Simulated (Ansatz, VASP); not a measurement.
## One calculation of CuO, two programs

The input INCAR:

```
  PREC = Accurate
  ENCUT = 520
  EDIFF = 1E-6
  ISMEAR = 0
  SIGMA = 0.15
  LREAL = False
  LASPH = True
  NELM = 100
  ALGO = Normal
  ISIF = 2
  LWAVE = False
  LCHARG = False
  GGA = PS
  NBANDS = 25
```

KPOINTS

```
regular mesh
0
Gamma
  18 18 10
```

Contents of POSCAR:

```
CuO
1.0
    2.0425330993     -2.0503581635      0.0000000000
    2.0425330993      2.0503581635      0.0000000000
    0.0000000000      0.0000000000      5.0922648207
Cu O
2 2
Direct
    0.0000000000      0.5000000000      0.0000000000
    0.5000000000      0.0000000000      0.5000000000
    0.5000000000      0.5000000000      0.2500000000
    0.5000000000      0.5000000000      0.7500000000
```

Input for Ansatz:

```yaml
crystal:
  lattice:
    - [2.0425330993, -2.0503581635, 0.0]
    - [2.0425330993, 2.0503581635, 0.0]
    - [0.0, 0.0, 5.0922648207]
  atoms:
    - { symbol: Cu, position: [0.0, 0.5, 0.0] }
    - { symbol: Cu, position: [0.5, 0.0, 0.5] }
    - { symbol: O, position: [0.5, 0.5, 0.25] }
    - { symbol: O, position: [0.5, 0.5, 0.75] }
basis:
  ecutwfc: 420
kpoints:
  mp_grid: { grid: [18, 18, 10] }
hamiltonian:
  xc: pbesol
scf:
  occupations: { method: gaussian, width: 0.15 }
output:
  forces: true
  stress: true
  eigenvalues: true
```

Alike in both runs: task single point; functional PBEsol; k mesh 18 × 18 × 10; occupations gaussian, width 0.15 eV; no spin polarisation.

|  | VASP | Ansatz |
| --- | --- | --- |
| version | VASP 6.6.1 | Ansatz 0.2.0 |
| potentials or method | VASP PAW PBE potentials, release 64 (Cu, O), cutoff 520 eV | scalar-relativistic, plane waves, PAW |
| valence electrons in the cell | 34 | 50 |

```tsv
	VASP	Ansatz	Ansatz less VASP
gap on the k mesh at the Fermi level (eV)	none	none	-
pressure (GPa)	0.8	0.0	-0.76
traceless stress, the component that is largest in VASP (GPa)	0.30	0.00	-0.303
```

VASP's potentials were made for PBE, not for PBEsol. A gap of «none» marks a metal or a gap that the smearing closes. The functional is the same, so the differences come from potentials, cutoffs and numerics. VASP's potentials hold 34 valence electrons a cell and Ansatz's 50, so a difference there can come from the potentials and not from the codes.
